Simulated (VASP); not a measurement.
**BP: single point with LDA**

Crystal: BP.

```xyz
2
Lattice="0.0000 2.2455 2.2455 2.2455 0.0000 2.2455 2.2455 2.2455 0.0000" Properties=species:S:1:pos:R:3 pbc="T T T"
B     0.0000    0.0000    0.0000
P     1.1227    1.1227    1.1227
```

```yaml
Program: VASP 6.6.1
Task: single point
Functional: LDA
Potentials_or_basis: VASP PAW LDA potentials, release 64 (B, P)
Cutoff: 520 eV
k_mesh: 8 × 8 × 8
Occupations: fermi-dirac, width 0.02 eV
Spin: no spin polarisation
Dipole_correction: no
Further_INCAR_settings: ALGO = Normal; EDIFF = 1e-07; NBANDS = 11
```

```json
{"Pressure": "-0.2 GPa", "Band gap on the k mesh": "1.18 eV, indirect (least direct gap 3.43 eV)"}
```

Levels at points of the mesh, in eV from the valence-band top:
| k point | band 1 | band 2 | band 3 | band 4 | band 5 | band 6 | band 7 | band 8 |
| --- | --- | --- | --- | --- | --- | --- | --- | --- |
| (0.00, 0.00, 0.00) | -15.67 | 0.00 | 0.00 | 0.00 | 3.43 | 3.43 | 3.43 | 7.85 |
| (0.50, 0.00, 0.00) | -12.22 | -9.23 | -1.79 | -1.79 | 3.97 | 4.70 | 4.70 | 10.03 |
| (0.50, 0.50, 0.00) | -10.67 | -8.65 | -4.22 | -4.22 | 1.24 | 1.53 | 12.29 | 12.29 |

Run time: 2.4 s on 1 thread of Intel Xeon 6975P-C, on a shared host, peak memory 0.12 GiB.

A k mesh can miss the band edges. Expect the measured gap to be larger: semilocal functionals such as LDA lack the derivative discontinuity.
